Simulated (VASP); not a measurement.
Write the native input for VASP 6.6.1 that does the following.

| Item | Value |
| --- | --- |
| Task | single point |
| Functional | PBE |
| Potentials or basis | VASP PAW PBE potentials, release 64 (Na_pv, Al, O) |
| Cutoff | 520 eV |
| k mesh | 12 × 12 × 2 |
| Occupations | gaussian, width 0.1 eV |
| Spin | no spin polarisation |
| Dipole correction | no |
| Further INCAR settings | ALGO = Normal; EDIFF = 1e-06; NBANDS = 27 |

The structure of NaAl5O2 lies in POSCAR:

```
NaAl5O2
1.0
    2.9021633110      0.0000000000      0.0000000000
   -1.4510816555      2.5133471533      0.0000000000
    0.0000000000      0.0000000000     14.5354916480
Na Al O
1 5 2
Direct
    0.0000000000      0.0000000000      0.0000000000
    0.6666666667      0.3333333333      0.1877363290
    0.6666666667      0.3333333333      0.8122636710
    0.0000000000      0.0000000000      0.6598918562
    0.0000000000      0.0000000000      0.3401081438
    0.3333333333      0.6666666667      0.5000000000
    0.3333333333      0.6666666667      0.1165109371
    0.3333333333      0.6666666667      0.8834890629
```

One way to write it, as run:

INCAR

```
  PREC = Accurate
  ENCUT = 520
  EDIFF = 1E-6
  ISMEAR = 0
  SIGMA = 0.1
  LREAL = False
  LASPH = True
  NELM = 60
  ALGO = Normal
  ISIF = 2
  LWAVE = False
  LCHARG = True
  GGA = PE
  LELF = True
  LVHAR = True
  NBANDS = 27
```

KPOINTS

```
regular mesh
0
Gamma
  12 12 2
```

Potentials or basis: VASP PAW PBE potentials, release 64 (Na_pv, Al, O).

Launch:

```console
$ cat potpaw_PBE.64/Na_pv/POTCAR potpaw_PBE.64/Al/POTCAR potpaw_PBE.64/O/POTCAR > POTCAR
$ mpirun -np 1 vasp_std > vasp.out
```

Results of the run:

* Pressure: 0.0 GPa
* Largest force: 0.012 eV/Å
* Band gap on the k mesh: zero (band 17 reaches 10.05 eV, above the bottom of band 18 at 6.71 eV)

It took 42 s on 1 thread of Intel(R) Xeon(R) 6975P-C (Granite Rapids) (shared host), peak memory 0.28 GiB.
